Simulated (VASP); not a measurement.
# Ba3B2 (Immm) in VASP: relaxation of cell and atoms with PBE

Aim: the relaxation of cell and atoms of Ba3B2 with PBE.

All numbers are computed with VASP 6.6.1; they aren't measurements. Logs are shortened: lines on timing, memory, paths and dates and some standing lists are left out, and cuts for length are marked.

### 1 The cell of the first run

It takes space group Immm (No. 71, orthorhombic). The conventional cell has a = 4.051 Å, b = 6.670 Å, c = 14.500 Å, α = 90.00°, β = 90.00°, γ = 90.00°. Within 4.0 Å of Ba (site symmetry mm2) lie 4 B at 3.02 Å and 2 Ba at 3.94 Å. Ba (site symmetry mmm) has 4 B at 3.26 Å and 6 Ba at 3.94 to 4.05 Å within 4.3 Å. B (site symmetry m2m) has 1 B at 1.56 Å within 2.1 Å.

### 2 Relaxation of cell and atoms, PBE

Input file INCAR:

```
SYSTEM = Ba3B2
ALGO     = Normal         ! electronic algorithm
EDIFF    = 1E-7           ! SCF threshold, eV
EDIFFG   = -0.01          ! ionic threshold
ENCUT    = 500            ! plane-wave cutoff, eV
GGA      = PE             ! functional
GGA_COMPAT= .False.      
IBRION   = 2              ! ionic algorithm
ISIF     = 3              ! what is computed and relaxed
ISMEAR   = 0              ! smearing method
KPAR     = 4            
LASPH    = .True.         ! aspherical terms in the spheres
LCHARG   = .False.        ! write CHGCAR
LREAL    = .False.        ! projectors in reciprocal space
LWAVE    = .False.        ! write WAVECAR
NELM     = 120            ! most SCF steps
NELMIN   = 4            
NSW      = 100            ! ionic steps
PREC     = Accurate       ! precision mode
SIGMA    = 0.1            ! smearing width, eV
```

Input file KPOINTS:

```
k-points
0
Gamma
  12 12 12
  0 0 0
```

Input file POSCAR:

```
Ba3B2
1.0
   -2.0253640079      3.3348932072      7.2498919600
    2.0253640079     -3.3348932072      7.2498919600
    2.0253640079      3.3348932072     -7.2498919600
Ba B
3 2
Direct
    0.8548630077      0.3548630077      0.5000000000
    0.1451369923      0.6451369923      0.5000000000
    0.5000000000      0.5000000000      0.0000000000
    0.1169233160      0.0000000000      0.1169233160
    0.8830766840      0.0000000000      0.8830766840
```

Potentials or basis: VASP PAW PBE potentials, release 64 (Ba_sv, B).

Run with:

```console
$ cat potpaw_PBE.64/Ba_sv/POTCAR potpaw_PBE.64/B/POTCAR > POTCAR
$ mpirun -np 4 vasp_std > vasp.out
```

OUTCAR:

```text
SYSTEM = Ba3B2
   EDIFF = 1E-7
   EDIFFG = -0.01
   ENCUT = 500
   GGA = PE
   IBRION = 2
   ISIF = 3
   ISMEAR = 0
   LASPH = .True.
   LREAL = .False.
   NELM = 120
   NELMIN = 4
   NSW = 100
   PREC = Accurate

 ion  position               nearest neighbor table
   1  0.855  0.355  0.500-   4 3.02   4 3.02   5 3.02   5 3.02   3 3.94   3 3.94   2 4.21
   2  0.145  0.645  0.500-   5 3.02   5 3.02   4 3.02   4 3.02   3 3.94   3 3.94   1 4.21
   3  0.500  0.500  0.000-   5 3.26   4 3.26   5 3.26   4 3.26   1 3.94   2 3.94   2 3.94   1 3.94

   4  0.117  0.000  0.117-   5 1.56   1 3.02   1 3.02   2 3.02   2 3.02   3 3.26   3 3.26
   5  0.883  0.000  0.883-   4 1.56   2 3.02   2 3.02   1 3.02   1 3.02   3 3.26   3 3.26

  LATTYP: Found a body centered orthorhombic cell.
 ALAT       =     4.0507280158
 B/A-ratio  =     1.6465648615
 C/A-ratio  =     3.5795501113

  Lattice vectors:

 A1 = (  -2.0253640079,   3.3348932072,   7.2498919600)
 A2 = (   2.0253640079,  -3.3348932072,   7.2498919600)
 A3 = (   2.0253640079,   3.3348932072,  -7.2498919600)

Analysis of symmetry for initial positions (statically):
=====================================================================
 Subroutine PRICEL returns:
 Original cell was already a primitive cell.

 Routine SETGRP: Setting up the symmetry group for a
 body centered orthorhombic supercell.

 Subroutine GETGRP returns: Found  8 space group operations
 (whereof  8 operations were pure point group operations)
 out of a pool of  8 trial point group operations.

The static configuration has the point symmetry D_2h.

Analysis of symmetry for dynamics (positions and initial velocities):
=====================================================================
 Subroutine PRICEL returns:
 Original cell was already a primitive cell.

 Routine SETGRP: Setting up the symmetry group for a
 body centered orthorhombic supercell.

 Subroutine GETGRP returns: Found  8 space group operations
 (whereof  8 operations were pure point group operations)
 out of a pool of  8 trial point group operations.

The dynamic configuration has the point symmetry D_2h.

 Subroutine INISYM returns: Found  8 space group operations
 (whereof  8 operations are pure point group operations),
 and found     1 'primitive' translations

----------------------------------------------------------------------------------------

                                     Primitive cell

  volume of cell :     195.8739

  direct lattice vectors                    reciprocal lattice vectors
    -2.025364008  3.334893207  7.249891960     0.000000000  0.149929839  0.068966545
     2.025364008 -3.334893207  7.249891960     0.246869204  0.000000000  0.068966545
     2.025364008  3.334893207 -7.249891960     0.246869204  0.149929839  0.000000000

  length of vectors
     8.233137039  8.233137039  8.233137039     0.165031333  0.256321650  0.288831024

  position of ions in fractional coordinates (direct lattice)
     0.854863008  0.354863008  0.500000000
     0.145136992  0.645136992  0.500000000
     0.500000000  0.500000000  0.000000000
     0.116923316  0.000000000  0.116923316
     0.883076684  0.000000000  0.883076684

  ion indices of the primitive-cell ions
   primitive index   ion index
                 1           1
                 2           2
                 3           3
                 4           4
                 5           5

----------------------------------------------------------------------------------------

 KPOINTS: k-points

Automatic generation of k-mesh.
 Grid dimensions read from file:
 generate k-points for:   12   12   12

 Generating k-lattice:

  Cartesian coordinates                     Fractional coordinates (reciprocal lattice)
     0.000000000  0.012494153  0.005747212     0.083333333  0.000000000  0.000000000
     0.020572434  0.000000000  0.005747212    -0.000000000  0.083333333  0.000000000
     0.020572434  0.012494153  0.000000000    -0.000000000  0.000000000  0.083333333

  Length of vectors
     0.013752611  0.021360137  0.024069252

  Shift w.r.t. Gamma in fractional coordinates (k-lattice)
     0.000000000  0.000000000  0.000000000

 Subroutine IBZKPT returns following result:
 ===========================================

 Found    280 irreducible k-points:

 Following reciprocal coordinates:
            Coordinates               Weight
  0.000000  0.000000  0.000000      1.000000
  0.083333 -0.000000  0.000000      4.000000
  0.166667  0.000000 -0.000000      4.000000
  0.250000  0.000000 -0.000000      4.000000
  0.333333 -0.000000  0.000000      4.000000
  0.416667  0.000000 -0.000000      4.000000
[... 16 lines left out ...]
  0.250000  0.166667 -0.000000      8.000000
  0.333333  0.166667  0.000000      8.000000
 [... further k-points ...]
   k-points           NKPTS =    280   k-points in BZ     NKDIM =    280   number of bands    NBANDS=     22
   number of dos      NEDOS =    301   number of ions     NIONS =      5
   total plane-waves  NPLWV = 216000
   dimension x,y,z NGX =    60 NGY =   60 NGZ =   60
   dimension x,y,z NGXF=   120 NGYF=  120 NGZF=  120
   ions per type =               3   2
   NGX,Y,Z   is equivalent  to a cutoff of  12.12, 12.12, 12.12 a.u.
   NGXF,Y,Z  is equivalent  to a cutoff of  24.23, 24.23, 24.23 a.u.
 SYSTEM =  Ba3B2
   PREC   = accura    normal or accurate (medium, high low for compatibility)
   ISTART =      0    job   : 0-new  1-cont  2-samecut
   ICHARG =      2    charge: 1-file 2-atom 10-const
   ISPIN  =      1    spin polarized calculation?
   LNONCOLLINEAR =      F non collinear calculations
   LSORBIT =      F    spin-orbit coupling
   LASPH  =      T    aspherical Exc in radial PAW
   ENCUT  =  500.0 eV  36.75 Ry    6.06 a.u.  15.01 15.01 15.01*2*pi/ulx,y,z
   NELM   =    120;   NELMIN=  4; NELMDL= -5     # of ELM steps
   EDIFF  = 0.1E-06   stopping-criterion for ELM
   LREAL  =      F    real-space projection
   EDIFFG = -.1E-01   stopping-criterion for IOM
   NSW    =    100    number of steps for IOM
   IBRION =      2    ionic relax: 0-MD 1-quasi-New 2-CG
   NFREE  =      1    steps in history (QN), initial steepest desc. (CG)
   ISIF   =      3    stress and relaxation
   ISYM   =      2    0-nonsym 1-usesym 2-fastsym
   POTIM  = 0.5000    time-step for ionic-motion
   TEBEG  =    0.0;   TEEND  =   0.0 temperature during run
   PSTRESS=    0.0 pullay stress
   NELECT =      36.0000    total number of electrons
   NUPDOWN=      -1.0000    fix difference up-down
   EMIN   =  10.00;   EMAX   =-10.00  energy-range for DOS
   EFERMI =   0.00;   METHOD = LEGACY
   ISMEAR =     0;   SIGMA  =   0.10  broadening in eV -4-tet -1-fermi 0-gaus
   EFERMI_NEDOS =   21; number of points for ismear=-14 and -15
   IALGO  =     38    algorithm
   IMIX   =      4    mixing-type and parameters
     AMIX     =   0.40;   BMIX     =  1.00
     AMIX_MAG =   1.60;   BMIX_MAG =  1.00
  volume/ion in A,a.u.               =      39.17       264.36
  Fermi-wavevector in a.u.,A,eV,Ry     =   0.930787  1.758932 11.787595  0.866364
  Thomas-Fermi vector in A             =   2.057212
   LORBIT       =      0    0 simple, 1 ext, 2 COOP (PROOUT), +10 PAW based schemes
   GGA     = PE    functional components
   LHFCALC =     F    Hartree Fock is set to
   AEXX    =    0.0000 exact exchange contribution
   IVDW    =     0    specifies the selected vdW correction
   LEPSILON=     F    determine dielectric tensor
   LRPA    =     F    only Hartree local field effects (RPA)
 conjugate gradient relaxation of ions
 non-spin polarized calculation
 Gauss-broadening in eV      SIGMA  =   0.10
  energy-cutoff  :      500.00
  volume of cell :      195.87
 maximum number of plane-waves:      5008
   NGX = 31   NGY = 31   NGZ = 31

--------------------------------------- Ionic step        1  -------------------------------------------

 number of electron      35.9999999 magnetization

 Free energy of the ion-electron system (eV)
  ---------------------------------------------------
  ext. energy  EPLUGINS =         0.00000000
  ---------------------------------------------------
  free energy    TOTEN  =       -17.58072556 eV

  energy without entropy =      -17.55642781  energy(sigma->0) =      -17.56857668

------------------------ aborting loop because EDIFF is reached ----------------------------------------

  FORCE on cell =-STRESS in cart. coord.  units (eV):
  Direction    XX          YY          ZZ          XY          YZ          ZX
  --------------------------------------------------------------------------------------
  -------------------------------------------------------------------------------------
  Total        0.5672155      0.3411893      0.3807961      0.0000000      0.0000000      0.0000000
  in kB        4.6396166      2.7908046      3.1147742      0.0000000      0.0000000      0.0000000
  external PRESSURE =       3.5150651 kB  Pullay stress =       0.0000000 kB
[... 180 lines left out ...]
  energy  without entropy=      -17.5598971563  energy(sigma->0) =      -17.57223601

--------------------------------------- Ionic step        6  -------------------------------------------

 number of electron      35.9999999 magnetization

 Free energy of the ion-electron system (eV)
  ---------------------------------------------------
  ext. energy  EPLUGINS =         0.00000000
  ---------------------------------------------------
  free energy    TOTEN  =       -17.58462776 eV

  energy without entropy =      -17.55993221  energy(sigma->0) =      -17.57227998

 E-fermi :   1.7263     XC(G=0):  -7.7030

 val. band max:        1.7256887761   @ k =   0.4167  -0.4167   0.2500
 cond. band min:       1.7272798703   @ k =  -0.3333   0.0833  -0.0000
 fundamental gap:      0.0015910942
 Fermi energy:         1.7262685674

 k-point     1 :       0.0000    0.0000    0.0000
  band No.  band energies     occupation
      1     -26.7159      2.00000
      2     -26.6126      2.00000
      3     -26.6125      2.00000
      4     -12.2964      2.00000
      5     -12.1015      2.00000
      6     -12.0607      2.00000
[... 574 lines left out ...]
      6     -12.0127      2.00000
[... 14 lines left out ...]
     21       2.7708      0.00000
     22       2.9836      0.00000

 [... further k-points ...]
[... 5 lines left out ...]
  --------------------------------------------------------------------------------------
  -------------------------------------------------------------------------------------
  Total       -0.0076277      0.0381111     -0.0483258      0.0000000      0.0000000      0.0000000
  in kB       -0.0614994      0.3072770     -0.3896354      0.0000000      0.0000000      0.0000000
  external PRESSURE =      -0.0479526 kB  Pullay stress =       0.0000000 kB
[... 20 lines left out ...]
  FREE ENERGIE OF THE ION-ELECTRON SYSTEM (eV)
  ---------------------------------------------------
  free  energy   TOTEN  =       -17.5846277560 eV

  energy  without entropy=      -17.5599322081  energy(sigma->0) =      -17.57227998

 reached required accuracy - stopping structural energy minimisation
```

Run time: 17 min. Hardware: 4 MPI ranks of Intel Xeon 6975P-C (Granite Rapids), shared host; peak memory 1.3 GiB.

Results:

| Item | Value |
| --- | --- |
| Free energy | -17.5846 eV |
| Relaxed volume | 39.74 Å³/atom |
| Relaxed cell | a = 8.266 Å, b = 8.266 Å, c = 8.266 Å, α = 151.44°, β = 132.23°, γ = 56.61° |
| Space group after relaxing (to 0.05 Å) | Immm (No. 71) |
| Energy gained by relaxing | 0.8 meV/atom |
| Ionic steps | 6 |
| Pressure after relaxing | 0.0 GPa |
| Largest force after relaxing | 0.010 eV/Å |
| Band gap on the k mesh | zero (band 18 reaches 1.97 eV, above the bottom of band 19 at 1.54 eV) |

Forces on the atoms (eV/Å):
```
Ba   0.000  0.000 -0.010
Ba   0.000  0.000  0.010
Ba   0.000  0.000  0.000
B    0.000 -0.002  0.000
B    0.000  0.002  0.000
```

Step by step:
| step | energy change (eV) | largest force (eV/Å) | pressure (GPa) | volume (Å³) |
| --- | --- | --- | --- | --- |
| 1 | 0.0000 | 0.0990 | 0.35 | 195.87 |
| 2 | -0.0034 | 0.1338 | 0.00 | 198.32 |
| 3 | -0.0034 | 0.1381 | -0.01 | 198.39 |
| 4 | -0.0031 | 0.1648 | 0.01 | 199.09 |
| 5 | -0.0038 | 0.0091 | 0.00 | 198.71 |
| 6 | -0.0039 | 0.0098 | 0.00 | 198.72 |

Final structure:
```
CELL_PARAMETERS angstrom
-2.03926 3.34730 7.27788
2.03926 -3.34730 7.27788
2.03926 3.34730 -7.27788
ATOMIC_POSITIONS crystal
Ba 0.85441 0.35441 0.50000
Ba 0.14559 0.64559 0.50000
Ba 0.50000 0.50000 0.00000
B 0.11655 0.00000 0.11655
B 0.88345 0.00000 0.88345
```

Levels at points of the mesh, in eV from the Fermi level:
```
           k point  band 14  band 15  band 16  band 17  band 18  band 19  band 20  band 21  band 22
(0.00, 0.00, 0.00)    -2.53    -2.09    -1.70    -0.64    -0.57     0.38     0.87     0.90     1.20
(0.50, 0.00, 0.00)    -3.46    -2.00    -0.86    -0.57    -0.28     0.18     0.74     0.92     1.29
(0.00, 0.50, 0.00)    -3.25    -2.02    -1.27    -0.11     0.11     0.29     0.63     1.09     1.28
(0.50, 0.50, 0.00)    -2.62    -1.53    -1.12    -1.04    -0.59    -0.12     0.81     1.14     1.20
(0.50, 0.50, 0.50)    -2.53    -2.24    -1.78    -0.66    -0.06     0.05     0.64     0.74     1.10
```

Caveat: spin-orbit coupling is left out, which moves the levels of the heavy elements.
